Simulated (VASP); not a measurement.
Write the native input for VASP 6.6.1 that does the following.

- Task: single point
- Functional: PBEsol
- Potentials or basis: VASP PAW PBE potentials, release 64 (In_d, As)
- Cutoff: 500 eV
- k mesh: 6 × 6 × 6
- Occupations: gaussian, width 0.1 eV
- Spin: no spin polarisation
- Dipole correction: no
- Further INCAR settings: ALGO = Normal; EDIFF = 1e-06; NBANDS = 16

The structure of InAs lies in POSCAR:

```
InAs
1.0
    0.0000000000      3.0240000000      3.0240000000
    3.0240000000      0.0000000000      3.0240000000
    3.0240000000      3.0240000000      0.0000000000
In As
1 1
Direct
    0.0000000000      0.0000000000      0.0000000000
    0.7500000000      0.7500000000      0.7500000000
```

The input as run:

INCAR

```
ALGO     = Normal         # electronic algorithm
EDIFF    = 1E-6           # SCF threshold, eV
ENCUT    = 500            # plane-wave cutoff, eV
GGA      = PS             # functional
GGA_COMPAT= False        
ISIF     = 2              # what is computed and relaxed
ISMEAR   = 0              # smearing method
LASPH    = True           # aspherical terms in the spheres
LCHARG   = False          # write CHGCAR
LREAL    = False          # projectors in reciprocal space
LWAVE    = False          # write WAVECAR
NBANDS   = 16             # bands
NELM     = 120            # most SCF steps
PREC     = Accurate       # precision mode
SIGMA    = 0.1            # smearing width, eV
```

KPOINTS

```
k-points
0
Gamma
  6 6 6
```

Potentials or basis: VASP PAW PBE potentials, release 64 (In_d, As).

Run with:

```sh
$ cat potpaw_PBE.64/In_d/POTCAR potpaw_PBE.64/As/POTCAR > POTCAR
$ mpirun -np 1 vasp_std > vasp.out
```

It gave:

| Property | Result |
| --- | --- |
| Pressure | 1.3 GPa |
| Band gap on the k mesh | zero (filled and empty bands touch) |

Caveat: the PAW data sets were made with another functional, which shifts forces and pressure a little; spin-orbit coupling is left out, which moves the levels of the heavy elements.

It took 5.3 s on 1 thread of Intel(R) Xeon(R) 6975P-C (Granite Rapids), on a shared host, peak memory 0.18 GiB.
